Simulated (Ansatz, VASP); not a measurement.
## One calculation of TaSi, two programs

INCAR

```
SYSTEM = TaSi
PREC = Accurate
ENCUT = 520
EDIFF = 1E-6
ISMEAR = -1
SIGMA = 0.05
LREAL = .False.
LASPH = .True.
NELM = 60
ALGO = Normal
ISIF = 2
LWAVE = .False.
LCHARG = .False.
GGA = PS
NBANDS = 14
```

The input KPOINTS:

```
regular mesh
0
Gamma
  14 14 14
  0 0 0
```

POSCAR

```
TaSi
1.0
    2.9597012066      0.0000000000      0.0000000000
    0.0000000000      2.9597012066      0.0000000000
    0.0000000000      0.0000000000      2.9597012066
Ta Si
1 1
Direct
    0.0000000000      0.0000000000      0.0000000000
    0.5000000000      0.5000000000      0.5000000000
```

Input for Ansatz:

```yaml
crystal:
  lattice:
    - [2.9597012066, 0.0, 0.0]
    - [0.0, 2.9597012066, 0.0]
    - [0.0, 0.0, 2.9597012066]
  atoms:
    - { symbol: Ta, position: [0.0, 0.0, 0.0] }
    - { symbol: Si, position: [0.5, 0.5, 0.5] }
kpoints:
  mp_grid: { grid: [14, 14, 14] }
scf:
  occupations: { method: fermi_dirac, width: 0.05 }
hamiltonian:
  xc: pbesol
  pseudopotentials: { kind: all_electron, lapw: { basis_error: 0.001 } }
output:
  forces: true
  stress: true
  eigenvalues: true
  populations: true
```

Change from the starting cell: volume scaled by 0.85, LAPW.

Alike in both runs: task single point; functional PBEsol; k mesh 14 × 14 × 14; occupations fermi-dirac, width 0.05 eV; no spin polarisation.

|  | VASP | Ansatz |
| --- | --- | --- |
| version | VASP 6.6.1 | Ansatz 0.2.0 |
| potentials or method | VASP PAW PBE potentials, release 64 (Ta_pv, Si), cutoff 520 eV | all-electron LAPW, scalar-relativistic |

Ansatz gave:

* pressure (GPa): 43.4

Problem. What did VASP give for the same quantities?

Solution. Pressure (GPa): 44.8.

VASP's potentials were made for PBE, not for PBEsol. Both programs put the cell under a high pressure, so it lies far from rest at this level. Ansatz ran all-electron here, and VASP with PAW potentials.

Spin-orbit coupling is off throughout.
